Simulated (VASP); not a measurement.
# Be31C17 (a cell with a defect) in VASP: relaxation of the atoms with PBE

Aim: the relaxation of the atoms of Be31C17 (a cell with a defect) with PBE.

All numbers are computed with VASP 6.6.1; they aren't measurements. Logs are shortened: lines on timing, memory, paths and dates and some standing lists are left out, and cuts for length are marked.

### Step 1. The cell of the first run

The cell holds a defect, 48 atoms: a = 7.497 Å, b = 7.497 Å, c = 7.497 Å, α = 109.47°, β = 109.47°, γ = 109.47°.

### Step 2. Relaxation of the atoms, PBE

File INCAR:

```
PREC = Accurate ; ENCUT = 520
EDIFF = 1E-7 ; ISMEAR = 0
SIGMA = 0.01 ; LREAL = Auto
LASPH = True ; NELM = 60
ALGO = Normal ; ISIF = 2
LWAVE = False ; LCHARG = False
GGA = PE ; IBRION = 2
NSW = 65 ; EDIFFG = -0.025
```

File KPOINTS:

```
Automatic mesh
0
Gamma
  2 2 2
  0.5 0.5 0.5
```

File POSCAR:

```
Be31C17
1.0
    4.3283951478     -4.3283951478     -4.3283951478
   -4.3283951478     -4.3283951478      4.3283951478
   -4.3283951478      4.3283951478     -4.3283951478
C Be
17 31
Direct
    0.0000000000      0.2500000000      0.5000000000
    0.2500000000      0.7500000000      0.0000000000
    0.2500000000      1.0000000000      0.7500000000
    0.2500000000      0.2500000000      0.5000000000
    0.0000000000      0.7500000000      0.2500000000
    0.2500000000      0.5000000000      0.2500000000
    1.0000000000      1.0000000000      1.0000000000
    0.0000000000      0.2500000000      0.7500000000
    0.7500000000      0.7500000000      0.5000000000
    0.0000000000      0.5000000000      0.5000000000
    0.7500000000      1.0000000000      0.2500000000
    0.7500000000      0.2500000000      0.0000000000
    0.5000000000      0.7500000000      0.7500000000
    0.7500000000      0.5000000000      0.7500000000
    0.5000000000      1.0000000000      0.5000000000
    0.5000000000      0.2500000000      0.2500000000
    0.5000000000      0.5000000000      0.0000000000
    0.0000000000      0.5000000000      0.2500000000
    0.0000000000      0.7500000000      0.0000000000
    0.7500000000      0.2500000000      0.7500000000
    0.0000000000      0.0000000000      0.7500000000
    0.7500000000      0.5000000000      0.5000000000
    0.7500000000      0.7500000000      0.2500000000
    0.5000000000      0.2500000000      0.0000000000
    0.7500000000      0.0000000000      0.0000000000
    0.5000000000      0.5000000000      0.7500000000
    0.5000000000      0.7500000000      0.5000000000
    0.2500000000      0.2500000000      0.2500000000
    0.5000000000      0.0000000000      0.2500000000
    0.2500000000      0.5000000000      0.0000000000
    0.2500000000      0.7500000000      0.7500000000
    0.2500000000      0.0000000000      0.5000000000
    0.5000000000      0.7500000000      0.0000000000
    0.5000000000      0.0000000000      0.7500000000
    0.5000000000      0.2500000000      0.5000000000
    0.2500000000      0.7500000000      0.2500000000
    0.5000000000      0.5000000000      0.2500000000
    0.2500000000      0.0000000000      0.0000000000
    0.2500000000      0.2500000000      0.7500000000
    0.0000000000      0.7500000000      0.5000000000
    0.2500000000      0.5000000000      0.5000000000
    0.0000000000      0.0000000000      0.2500000000
    0.0000000000      0.2500000000      0.0000000000
    0.7500000000      0.7500000000      0.7500000000
    0.0000000000      0.5000000000      0.7500000000
    0.7500000000      0.0000000000      0.5000000000
    0.7500000000      0.2500000000      0.2500000000
    0.7500000000      0.5000000000      0.0000000000
```

Potentials or basis: VASP PAW PBE potentials, release 64 (C, Be).

The run is started by

```
> cat potpaw_PBE.64/C/POTCAR potpaw_PBE.64/Be/POTCAR > POTCAR
> mpirun -np 1 vasp_std > vasp.out
```

OUTCAR:

```text
PREC = Accurate
   ENCUT = 520
   EDIFF = 1E-7
   ISMEAR = 0
   LREAL = Auto
   LASPH = True
   NELM = 60
   ISIF = 2
   GGA = PE
   IBRION = 2
   NSW = 65
   EDIFFG = -0.025

 ion  position               nearest neighbor table
   1  0.000  0.250  0.500-   4 1.87   8 1.87  10 1.87  11 1.87  39 2.16  41 2.16  42 2.16  45 2.16
                            46 2.16  47 2.16
   2  0.250  0.750  0.000-  19 1.87  29 1.87  30 1.87  31 1.87  33 1.87  36 1.87  38 1.87  45 1.87

   3  0.250  0.000  0.750-  21 1.87  24 1.87  31 1.87  32 1.87  34 1.87  38 1.87  39 1.87  40 1.87
[... 77 lines left out ...]
  42  0.000  0.000  0.250-   4 1.87   5 1.87   7 1.87  11 1.87   1 2.16  19 2.16  23 2.16  25 2.16
                            28 2.16  32 2.16
  43  0.000  0.250  0.000-   6 1.87   7 1.87   8 1.87  12 1.87  18 2.16  20 2.16  21 2.16  25 2.16
                            28 2.16  30 2.16
  44  0.750  0.750  0.750-   7 1.87   9 1.87  13 1.87  14 1.87  19 2.16  21 2.16  22 2.16  25 2.16
                            26 2.16  27 2.16
  45  0.000  0.500  0.750-   2 1.87   8 1.87  10 1.87  14 1.87   1 2.16  19 2.16  20 2.16  22 2.16
                            30 2.16  31 2.16
  46  0.750  0.000  0.500-   8 1.87   9 1.87  11 1.87  15 1.87   1 2.16  20 2.16  21 2.16  23 2.16
                            27 2.16  29 2.16
  47  0.750  0.250  0.250-  10 1.87  11 1.87  12 1.87  16 1.87   1 2.16  18 2.16  22 2.16  24 2.16
                            25 2.16  29 2.16
  48  0.750  0.500  0.000-   5 1.87  12 1.87  14 1.87  17 1.87  18 2.16  19 2.16  20 2.16  23 2.16
                            24 2.16  26 2.16

  LATTYP: Found a body centered cubic cell.
 ALAT       =     8.6567902956

  Lattice vectors:

 A1 = (   4.3283951478,  -4.3283951478,  -4.3283951478)
 A2 = (  -4.3283951478,  -4.3283951478,   4.3283951478)
 A3 = (  -4.3283951478,   4.3283951478,  -4.3283951478)

Analysis of symmetry for initial positions (statically):
=====================================================================
 Subroutine PRICEL returns:
 Original cell was already a primitive cell.

 Routine SETGRP: Setting up the symmetry group for a
 body centered cubic supercell.

 Subroutine GETGRP returns: Found 24 space group operations
 (whereof  2 operations were pure point group operations)
 out of a pool of 48 trial point group operations.

The static configuration has the point symmetry C_1h.
 The point group associated with its full space group is T_d .

Analysis of symmetry for dynamics (positions and initial velocities):
=====================================================================
 Subroutine PRICEL returns:
 Original cell was already a primitive cell.

 Routine SETGRP: Setting up the symmetry group for a
 body centered cubic supercell.

 Subroutine GETGRP returns: Found 24 space group operations
 (whereof  2 operations were pure point group operations)
 out of a pool of 48 trial point group operations.

The dynamic configuration has the point symmetry C_1h.
 The point group associated with its full space group is T_d .

 Subroutine INISYM returns: Found 24 space group operations
 (whereof  2 operations are pure point group operations),
 and found     1 'primitive' translations

----------------------------------------------------------------------------------------

                                     Primitive cell

  volume of cell :     324.3700

  direct lattice vectors                    reciprocal lattice vectors
     4.328395148 -4.328395148 -4.328395148     0.000000000 -0.115516256 -0.115516256
    -4.328395148 -4.328395148  4.328395148    -0.115516256 -0.115516256  0.000000000
    -4.328395148  4.328395148 -4.328395148    -0.115516256  0.000000000 -0.115516256

  length of vectors
     7.497000311  7.497000311  7.497000311     0.163364655  0.163364655  0.163364655

  position of ions in fractional coordinates (direct lattice)
     0.000000000  0.250000000  0.500000000
     0.250000000  0.750000000  0.000000000
     0.250000000  0.000000000  0.750000000
     0.250000000  0.250000000  0.500000000
     0.000000000  0.750000000  0.250000000
     0.250000000  0.500000000  0.250000000
[... 40 lines left out ...]
     0.750000000  0.250000000  0.250000000
     0.750000000  0.500000000  0.000000000

  ion indices of the primitive-cell ions
   primitive index   ion index
                 1           1
                 2           2
                 3           3
                 4           4
                 5           5
                 6           6
[... 40 lines left out ...]
                47          47
                48          48

----------------------------------------------------------------------------------------

 KPOINTS: Automatic mesh

Automatic generation of k-mesh.
 Grid dimensions read from file:
 generate k-points for:    2    2    2

 Generating k-lattice:

  Cartesian coordinates                     Fractional coordinates (reciprocal lattice)
     0.000000000 -0.057758128 -0.057758128     0.500000000  0.000000000  0.000000000
    -0.057758128 -0.057758128  0.000000000     0.000000000  0.500000000  0.000000000
    -0.057758128  0.000000000 -0.057758128     0.000000000  0.000000000  0.500000000

  Length of vectors
     0.081682328  0.081682328  0.081682328

  Shift w.r.t. Gamma in fractional coordinates (k-lattice)
     0.500000000  0.500000000  0.500000000

 Subroutine IBZKPT returns following result:
 ===========================================

 Found      2 irreducible k-points:

 Following reciprocal coordinates:
            Coordinates               Weight
  0.250000  0.250000  0.250000      2.000000
 -0.250000  0.250000  0.250000      6.000000
   k-points           NKPTS =      2   k-points in BZ     NKDIM =      2   number of bands    NBANDS=     90
   number of dos      NEDOS =    301   number of ions     NIONS =     48
   total plane-waves  NPLWV = 175616
   dimension x,y,z NGX =    56 NGY =   56 NGZ =   56
   dimension x,y,z NGXF=   112 NGYF=  112 NGZF=  112
   ions per type =              17  31
   NGX,Y,Z   is equivalent  to a cutoff of  12.42, 12.42, 12.42 a.u.
   NGXF,Y,Z  is equivalent  to a cutoff of  24.84, 24.84, 24.84 a.u.
 SYSTEM =  unknown system
   PREC   = accura    normal or accurate (medium, high low for compatibility)
   ISTART =      0    job   : 0-new  1-cont  2-samecut
   ICHARG =      2    charge: 1-file 2-atom 10-const
   ISPIN  =      1    spin polarized calculation?
   LNONCOLLINEAR =      F non collinear calculations
   LSORBIT =      F    spin-orbit coupling
   LASPH  =      T    aspherical Exc in radial PAW
   ENCUT  =  520.0 eV  38.22 Ry    6.18 a.u.  13.94 13.94 13.94*2*pi/ulx,y,z
   NELM   =     60;   NELMIN=  2; NELMDL= -5     # of ELM steps
   EDIFF  = 0.1E-06   stopping-criterion for ELM
   LREAL  =      T    real-space projection
   EDIFFG = -.3E-01   stopping-criterion for IOM
   NSW    =     65    number of steps for IOM
   IBRION =      2    ionic relax: 0-MD 1-quasi-New 2-CG
   NFREE  =      1    steps in history (QN), initial steepest desc. (CG)
   ISIF   =      2    stress and relaxation
   ISYM   =      2    0-nonsym 1-usesym 2-fastsym
   POTIM  = 0.5000    time-step for ionic-motion
   TEBEG  =    0.0;   TEEND  =   0.0 temperature during run
   PSTRESS=    0.0 pullay stress
   NELECT =     130.0000    total number of electrons
   NUPDOWN=      -1.0000    fix difference up-down
   EMIN   =  10.00;   EMAX   =-10.00  energy-range for DOS
   EFERMI =   0.00;   METHOD = LEGACY
   ISMEAR =     0;   SIGMA  =   0.01  broadening in eV -4-tet -1-fermi 0-gaus
   EFERMI_NEDOS =   21; number of points for ismear=-14 and -15
   IALGO  =     38    algorithm
   IMIX   =      4    mixing-type and parameters
     AMIX     =   0.40;   BMIX     =  1.00
     AMIX_MAG =   1.60;   BMIX_MAG =  1.00
  volume/ion in A,a.u.               =       6.76        45.60
  Fermi-wavevector in a.u.,A,eV,Ry     =   1.207005  2.280909 19.821796  1.456861
  Thomas-Fermi vector in A             =   2.342655
   LORBIT       =      0    0 simple, 1 ext, 2 COOP (PROOUT), +10 PAW based schemes
   GGA     = PE    functional components
   LHFCALC =     F    Hartree Fock is set to
   AEXX    =    0.0000 exact exchange contribution
   IVDW    =     0    specifies the selected vdW correction
   LEPSILON=     F    determine dielectric tensor
   LRPA    =     F    only Hartree local field effects (RPA)
 conjugate gradient relaxation of ions
 non-spin polarized calculation
 Gauss-broadening in eV      SIGMA  =   0.01
  energy-cutoff  :      520.00
  volume of cell :      324.37
 maximum number of plane-waves:      8796
   NGX = 27   NGY = 27   NGZ = 27

--------------------------------------- Ionic step        1  -------------------------------------------

 number of electron     129.9999981 magnetization

 Free energy of the ion-electron system (eV)
  ---------------------------------------------------
  ext. energy  EPLUGINS =         0.00000000
  ---------------------------------------------------
  free energy    TOTEN  =      -276.58035788 eV

  energy without entropy =     -276.58035788  energy(sigma->0) =     -276.58035788

------------------------ aborting loop because EDIFF is reached ----------------------------------------

  FORCE on cell =-STRESS in cart. coord.  units (eV):
  Direction    XX          YY          ZZ          XY          YZ          ZX
  --------------------------------------------------------------------------------------
  -------------------------------------------------------------------------------------
  Total        4.9158106      4.9158106      4.9158106     -0.0000000      0.0000000      0.0000000
  in kB       24.2809137     24.2809137     24.2809137     -0.0000000      0.0000000      0.0000000
  external PRESSURE =      24.2809137 kB  Pullay stress =       0.0000000 kB
[... 643 lines left out ...]
--------------------------------------- Ionic step        9  -------------------------------------------

 number of electron     129.9999984 magnetization

 Free energy of the ion-electron system (eV)
  ---------------------------------------------------
  ext. energy  EPLUGINS =         0.00000000
  ---------------------------------------------------
  free energy    TOTEN  =      -276.72732961 eV

  energy without entropy =     -276.72732961  energy(sigma->0) =     -276.72732961

 E-fermi :   8.8614     XC(G=0): -11.4808

 val. band max:        8.7818492462   @ k =  -0.2500   0.2500   0.2500
 cond. band min:       9.4167626522   @ k =  -0.2500   0.2500   0.2500
 fundamental gap:      0.6349134061
 Fermi energy:         8.8613698776

 k-point     1 :       0.2500    0.2500    0.2500
  band No.  band energies     occupation
      1      -7.3648      2.00000
      2      -6.3577      2.00000
      3      -6.3577      2.00000
      4      -6.3577      2.00000
      5      -4.9047      2.00000
      6      -4.3872      2.00000
[... 69 lines left out ...]
     76      11.5157      0.00000
     77      12.2747      0.00000

 k-point     2 :      -0.2500    0.2500    0.2500
  band No.  band energies     occupation
      1      -7.5023      2.00000
      2      -6.4290      2.00000
      3      -5.7703      2.00000
      4      -5.7703      2.00000
      5      -5.7130      2.00000
      6      -5.0131      2.00000
[... 69 lines left out ...]
     76      13.0181      0.00000
     77      13.0468      0.00000
 [bands above 77 left out]

------------------------ aborting loop because EDIFF is reached ----------------------------------------

  FORCE on cell =-STRESS in cart. coord.  units (eV):
  Direction    XX          YY          ZZ          XY          YZ          ZX
  --------------------------------------------------------------------------------------
  -------------------------------------------------------------------------------------
  Total        5.9463545      5.9463545      5.9463545     -0.0000000      0.0000000      0.0000000
  in kB       29.3711319     29.3711319     29.3711319     -0.0000000      0.0000000      0.0000000
  external PRESSURE =      29.3711319 kB  Pullay stress =       0.0000000 kB
[... 63 lines left out ...]
  FREE ENERGIE OF THE ION-ELECTRON SYSTEM (eV)
  ---------------------------------------------------
  free  energy   TOTEN  =      -276.7273296068 eV

  energy  without entropy=     -276.7273296068  energy(sigma->0) =     -276.72732961

 reached required accuracy - stopping structural energy minimisation
```

Wall time 16 min (1 thread of AMD EPYC 7R13 (Zen 3), shared host); peak memory 0.44 GiB.

Results:

```yaml
Free_energy: -276.7273 eV
Energy_gained_by_relaxing: 3.1 meV/atom
Ionic_steps: 9
Pressure_after_relaxing: 2.9 GPa
Largest_force_after_relaxing: 0.023 eV/Å
Band_gap_on_the_k_mesh: 0.64 eV
```

Forces on the atoms (eV/Å):
```
C    0.000  0.000  0.000
C    0.023 -0.001 -0.001
C    0.001  0.001  0.023
C    0.003 -0.003 -0.003
C   -0.023  0.001 -0.001
C    0.001  0.023  0.001
C   -0.023 -0.001  0.001
C   -0.003  0.003 -0.003
C    0.001 -0.023 -0.001
C   -0.003 -0.003  0.003
C    0.003  0.003  0.003
C    0.001 -0.001 -0.023
C   -0.001  0.023 -0.001
C    0.023  0.001  0.001
C   -0.001 -0.023  0.001
C   -0.001  0.001 -0.023
C   -0.001 -0.001  0.023
Be   0.002  0.007 -0.007
Be   0.000  0.000  0.000
Be   0.007 -0.007  0.002
Be   0.002 -0.007  0.007
Be   0.007  0.002 -0.007
Be  -0.007 -0.007 -0.002
Be   0.000  0.000  0.000
Be  -0.007 -0.002 -0.007
Be  -0.002  0.007  0.007
Be   0.000  0.000  0.000
Be  -0.007  0.007  0.002
Be  -0.002 -0.007 -0.007
Be   0.007 -0.002  0.007
Be   0.007  0.007 -0.002
Be  -0.007  0.002  0.007
Be   0.001  0.001  0.001
Be   0.000  0.000  0.000
Be   0.001 -0.001 -0.001
Be   0.000  0.000  0.000
Be   0.000  0.000  0.000
Be   0.000  0.000  0.000
Be   0.000  0.000 -0.014
Be  -0.001 -0.001  0.001
Be   0.000 -0.014  0.000
Be   0.014  0.000  0.000
Be  -0.001  0.001 -0.001
Be   0.000  0.000  0.000
Be  -0.014  0.000  0.000
Be   0.000  0.014  0.000
Be   0.000  0.000  0.014
Be   0.000  0.000  0.000
```

Step by step:
```tsv
step	energy change (eV)	largest force (eV/Å)	pressure (GPa)
1	0.0000	0.5670	2.43
2	-0.0844	0.2984	2.70
3	-0.1001	0.1879	2.78
4	-0.1008	0.1674	2.76
5	-0.1244	0.1245	2.84
6	-0.1303	0.1152	2.92
7	-0.1449	0.0719	2.93
8	-0.1454	0.0631	2.93
9	-0.1470	0.0227	2.94
```

Final structure:
```
C Be
1.0
     4.32840   -4.32840   -4.32840
    -4.32840   -4.32840    4.32840
    -4.32840    4.32840   -4.32840
C Be
17 31
Direct
  0.00000 0.25000 0.50000
  0.24870 0.74906 0.99906
  0.25036 0.00130 0.75036
  0.25965 0.25000 0.50000
  0.00000 0.75094 0.24964
  0.25036 0.50036 0.25130
  0.00000 0.99964 0.00094
  0.00000 0.25000 0.75965
  0.74964 0.75094 0.50000
  0.00000 0.50965 0.50000
  0.74035 0.99035 0.24035
  0.74964 0.25000 0.00094
  0.49906 0.74906 0.74870
  0.75130 0.50036 0.75036
  0.50094 0.99964 0.50000
  0.50094 0.25000 0.24964
  0.49906 0.49870 0.99906
  0.00000 0.50308 0.25252
  0.00000 0.75000 0.00000
  0.75252 0.25000 0.75308
  0.00000 0.00252 0.75308
  0.75252 0.50308 0.50000
  0.74692 0.74944 0.24692
  0.50000 0.25000 0.00000
  0.74692 0.99692 0.99944
  0.50056 0.49748 0.74748
  0.50000 0.75000 0.50000
  0.25308 0.25000 0.25252
  0.49944 0.99692 0.24692
  0.24748 0.49748 0.00056
  0.24748 0.75056 0.74748
  0.25308 0.00252 0.50000
  0.49035 0.74035 0.99035
  0.50000 0.00000 0.75000
  0.50965 0.25000 0.50000
  0.25000 0.75000 0.25000
  0.50000 0.50000 0.25000
  0.25000 0.00000 0.00000
  0.25004 0.25000 0.75004
  0.00000 0.75965 0.50000
  0.25004 0.50004 0.50000
  0.00000 0.99996 0.24996
  0.00000 0.25000 0.00965
  0.75000 0.75000 0.75000
  0.00000 0.50004 0.75004
  0.74996 0.99996 0.50000
  0.74996 0.25000 0.24996
  0.75000 0.50000 0.00000
```

Levels at points of the mesh, in eV from the valence-band top:
| k point | band 63 | band 64 | band 65 | band 66 | band 67 | band 68 |
| --- | --- | --- | --- | --- | --- | --- |
| (0.25, 0.25, 0.25) | -2.22 | -2.22 | -0.50 | 1.59 | 1.59 | 1.59 |
